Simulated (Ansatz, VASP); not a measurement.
# MgI2: VASP beside Ansatz

File INCAR:

```
ALGO = Normal
EDIFF = 1E-6
ENCUT = 520
GGA = PE
ISIF = 2
ISMEAR = 0
IVDW = 12
LASPH = True
LCHARG = False
LREAL = False
LWAVE = False
NBANDS = 15
NELM = 60
PREC = Accurate
SIGMA = 0.05
```

Contents of KPOINTS:

```
k-points
0
Gamma
  6 6 4
```

File POSCAR:

```
MgI2
1.0
    3.8214041117      0.0000000000      0.0000000000
   -1.9107020558      3.3094330388      0.0000000000
    0.0000000000      0.0000000000      6.8620000000
Mg I
1 2
Direct
    0.0000000000      0.0000000000      0.0000000000
    0.3333333333      0.6666666667      0.7576300000
    0.6666666667      0.3333333333      0.2423700000
```

Input for Ansatz:

```yaml
crystal:
  lattice:
    - [3.8214041117, 0.0, 0.0]
    - [-1.9107020558, 3.3094330388, 0.0]
    - [0.0, 0.0, 6.862]
  atoms:
    - { symbol: Mg, position: [0.0, 0.0, 0.0] }
    - { symbol: I, position: [0.3333333333, 0.6666666667, 0.75763] }
    - { symbol: I, position: [0.6666666667, 0.3333333333, 0.24237] }
basis:
  ecutwfc: 420
kpoints:
  mp_grid: { grid: [6, 6, 4] }
hamiltonian:
  xc: pbe
  dispersion: d3bj
scf:
  occupations: { method: gaussian, width: 0.05 }
output:
  forces: true
  stress: true
  eigenvalues: true
```

Change from the starting cell: strain -0.080 along x and y, +0.000 along z, atoms carried along.

Alike in both runs: task single point; functional PBE; dispersion D3(BJ); k mesh 6 × 6 × 4; occupations gaussian, width 0.05 eV; no spin polarisation.

|  | VASP | Ansatz |
| --- | --- | --- |
| version | VASP 6.6.1 | Ansatz 0.2.0 |
| potentials or method | VASP PAW PBE potentials, release 64 (Mg, I), cutoff 520 eV | scalar-relativistic, plane waves, PAW |
| valence electrons in the cell | 16 | 44 |

```csv
,VASP,Ansatz,Ansatz less VASP
gap on the k mesh at the Fermi level (eV),3.40,3.41,+0.016
least direct gap on the mesh (eV),4.27,4.28,+0.016
pressure (GPa),7.3,7.3,+0.04
"traceless stress, the component that is largest in VASP (GPa)",-2.50,-2.51,-0.010
rms of the force components (eV/Å),0.370,0.372,+0.0027
```

Atom by atom the forces differ by 0.003 eV/Å (rms over components). VASP's potentials hold 16 valence electrons a cell and Ansatz's 44, so a difference there can come from the potentials and not from the codes.

Spin-orbit coupling is off throughout.
